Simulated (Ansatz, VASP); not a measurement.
One calculation of GaAs, two programs

The input POSCAR:

```
GaAs
1.0
    0.0000000000      2.7177785314      2.9295503681
    2.7177785314      0.0000000000      2.9295503681
    2.7177785314      2.7177785314      0.0000000000
Ga As
1 1
Direct
    0.0000000000      0.0000000000      0.0000000000
    0.2500000000      0.2500000000      0.2500000000
```

The input INCAR.step1:

```
  ALGO = Normal
  EDIFF = 1E-4
  ENCUT = 520
  GGA = PE
  ISMEAR = 0
  LASPH = True
  LCHARG = False
  LREAL = False
  LWAVE = True
  NBANDS = 16
  NELM = 100
  PREC = Accurate
  SIGMA = 0.01
```

The input INCAR.step2:

```
  ALGO = Normal
  EDIFF = 1E-7
  ENCUT = 520
  ISIF = 2
  ISMEAR = 0
  ISTART = 1
  LASPH = True
  LCHARG = False
  LMIXTAU = True
  LREAL = False
  LWAVE = False
  METAGGA = R2SCAN
  NBANDS = 16
  NELM = 100
  PREC = Accurate
  SIGMA = 0.01
```

File KPOINTS:

```
k-points
0
Gamma
  8 8 8
```

Input for Ansatz:

```yaml
crystal:
  lattice:
    - [0.0, 2.7177785314, 2.9295503681]
    - [2.7177785314, 0.0, 2.9295503681]
    - [2.7177785314, 2.7177785314, 0.0]
  atoms:
    - { symbol: Ga, position: [0.0, 0.0, 0.0] }
    - { symbol: As, position: [0.25, 0.25, 0.25] }
kpoints:
  mp_grid: { grid: [8, 8, 8] }
  band_path:
    path:
      - [0.0, 0.0, 0.0]
      - [-0.5, -0.5, 0.0]
      - [-0.375, -0.375, 0.25]
      - [-0.375, 0.0, 0.375]
      - [0.0, 0.0, 0.5]
      - [-0.5, -0.25, 0.25]
    npoints: 1
hamiltonian:
  xc: r2scan
scf:
  occupations: { method: fixed }
  n_extra_bands: 4
output:
  forces: true
  stress: true
  eigenvalues: true
```

Change from the starting cell: epitaxial_xy strain -4.1%.

Alike in both runs: task single point; functional r2SCAN; k mesh 8 × 8 × 8; no spin polarisation.

|  | VASP | Ansatz |
| --- | --- | --- |
| version | VASP 6.6.1 | Ansatz 0.2.0 |
| potentials or method | VASP PAW PBE potentials, release 64 (Ga_d, As) | plane waves, PAW |
| plane-wave cutoff (eV) | 520 | 500 |
| occupations | gaussian, width 0.01 eV | fixed |
| valence electrons in the cell | 18 | 28 |

Ansatz gave:

| Property | Result |
| --- | --- |
| gap on the k mesh at the Fermi level (eV) | 1.14 |
| pressure (GPa) | 3.9 |
| traceless stress, the component that is largest in VASP (GPa) | -3.94 |

Estimate VASP's values.

gap on the k mesh at the Fermi level (eV): 1.12; pressure (GPa): 4.1; traceless stress, the component that is largest in VASP (GPa): -3.93.

VASP's potentials were made for PBE, not for r2SCAN. VASP's potentials hold 18 valence electrons a cell and Ansatz's 28, so a difference there can come from the potentials and not from the codes.
